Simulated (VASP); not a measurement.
Set up this calculation in VASP 6.6.1, as the native input.

* Task: single point
* Functional: PBE
* Potentials or basis: VASP PAW PBE potentials, release 64 (Ru_pv)
* Cutoff: 520 eV
* k mesh: 14 × 14 × 1
* Occupations: fermi-dirac, width 0.08 eV
* Spin: no spin polarisation
* Dipole correction: yes
* Electric field (eV/Å): 0.2
* Further INCAR settings: ALGO = Normal; EDIFF = 1e-06; NBANDS = 36; EFIELD = -0.2

The structure of Ru lies in POSCAR:

```
Ru
1.0
    2.7207384563      0.0000000000      0.0000000000
   -1.3603692281      2.3562286202      0.0000000000
    0.0000000000      0.0000000000     22.4441000000
Ru
4
Direct
    0.8333333333      0.1666666667      0.3595836581
    0.1666666667      0.8333333333      0.4517987726
    0.8333333333      0.1666666667      0.5482012274
    0.1666666667      0.8333333333      0.6404163418
```

One way to write it, as run:

INCAR

```
  PREC = Accurate
  ENCUT = 520
  EDIFF = 1E-6
  ISMEAR = -1
  SIGMA = 0.08
  LREAL = F
  LASPH = T
  NELM = 100
  ALGO = Normal
  ISIF = 2
  LWAVE = F
  LCHARG = T
  LDIPOL = T
  IDIPOL = 3
  DIPOL = 0.5 0.5 0.500
  GGA = PE
  LELF = T
  LVHAR = T
  LVACPOTAV = T
  NBANDS = 36
  EFIELD = -0.2
```

KPOINTS

```
Automatic mesh
0
Gamma
  14 14 1
```

Potentials or basis: VASP PAW PBE potentials, release 64 (Ru_pv).

Command:

```bash
$ cat potpaw_PBE.64/Ru_pv/POTCAR > POTCAR
$ mpirun -np 1 vasp_std > vasp.out
```

Results of the run:

The largest force is 0.016 eV/Å and the band gap on the k mesh is zero (band 28 reaches 3.15 eV, above the bottom of band 29 at 0.80 eV).

It took 2.6 min on 1 thread of Intel(R) Xeon(R) 6975P-C (Granite Rapids), with other jobs on the host, peak memory 0.29 GiB.
